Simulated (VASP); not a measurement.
Wanted: the native input for a VASP 6.6.1 run.

```
Task                   : single point
Functional             : PBEsol
Potentials or basis    : VASP PAW PBE potentials, release 64 (Mg, O)
Cutoff                 : 520 eV
k mesh                 : 10 × 10 × 10
Occupations            : gaussian, width 0.05 eV
Spin                   : no spin polarisation
Dipole correction      : no
Further INCAR settings : ALGO = Normal; EDIFF = 1e-06; NBANDS = 11
```

The structure of MgO lies in POSCAR:

```
MgO
1.0
    0.0000000000      2.2124610065      2.0544280775
    2.2124610065      0.0000000000      2.0544280775
    2.2124610065      2.2124610065      0.0000000000
Mg O
1 1
Direct
    0.0000000000      0.0000000000      0.0000000000
    0.5000000000      0.5000000000      0.5000000000
```

This cell differs from its parent crystal: strain +0.050 along x and y, -0.025 along z.

One way to write it, as run:

INCAR

```
ALGO = Normal ; EDIFF = 1E-6
ENCUT = 520 ; GGA = PS
ISIF = 2 ; ISMEAR = 0
LASPH = True ; LCHARG = False
LREAL = False ; LWAVE = False
NBANDS = 11 ; NELM = 100
PREC = Accurate ; SIGMA = 0.05
```

KPOINTS

```
k-points
0
Gamma
  10 10 10
```

Potentials or basis: VASP PAW PBE potentials, release 64 (Mg, O).

Command:

```bash
$ cat potpaw_PBE.64/Mg/POTCAR potpaw_PBE.64/O/POTCAR > POTCAR
$ mpirun -np 1 vasp_std > vasp.out
```

Results of the run:

| Quantity | Value |
| --- | --- |
| Pressure | -8.9 GPa |
| Band gap on the k mesh | 3.87 eV, direct |

Caveat: the cell differs from its parent crystal (strain +0.050 along x and y, -0.025 along z); the PAW data sets were made with another functional, which shifts forces and pressure a little.

Run time: 24 s on 1 thread of Intel Xeon 6975P-C (shared host), peak memory 0.16 GiB.
